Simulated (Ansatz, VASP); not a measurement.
Two plane-wave programs on CaYC2N2

```
CELL_PARAMETERS angstrom
3.67534 0.08375 -0.13977
1.63868 3.57982 -1.09027
0.41805 -1.30794 6.63582
ATOMIC_POSITIONS crystal
Ca 0.50000 0.00000 0.50000
Y 0.00000 0.00000 0.00000
C 0.20354 0.59388 0.19160
C 0.79646 0.40612 0.80840
N 0.32081 0.36510 0.28404
N 0.67919 0.63490 0.71596
```

Alike in both runs: functional PBE; k mesh 6 × 4 × 2; occupations gaussian, width 0.1 eV; no spin polarisation.

Ansatz relaxed the structure, and its values are those at the end. VASP's run is a single point on that final structure, the one shown.

|  | VASP | Ansatz |
| --- | --- | --- |
| version | VASP 6.6.1 | Ansatz 0.2.0 |
| potentials or method | VASP PAW PBE potentials, release 64 (Ca_sv, Y_sv, C, N), cutoff 520 eV | scalar-relativistic, plane waves, PAW |
| valence electrons in the cell | 39 | 39 |

VASP gave:

| Quantity | Value |
| --- | --- |
| gap on the k mesh at the Fermi level (eV) | none |
| pressure (GPa) | 0.4 |
| rms of the force components (eV/Å) | 0.072 |

Task: Estimate Ansatz's values.

Result: gap on the k mesh at the Fermi level (eV): none; pressure (GPa): 0.1; rms of the force components (eV/Å): 0.010.

A gap of «none» marks a metal or a gap that the smearing closes. The functional is the same, so the differences come from potentials, cutoffs and numerics.

The k mesh is coarse, so the values compare programs but aren't converged.
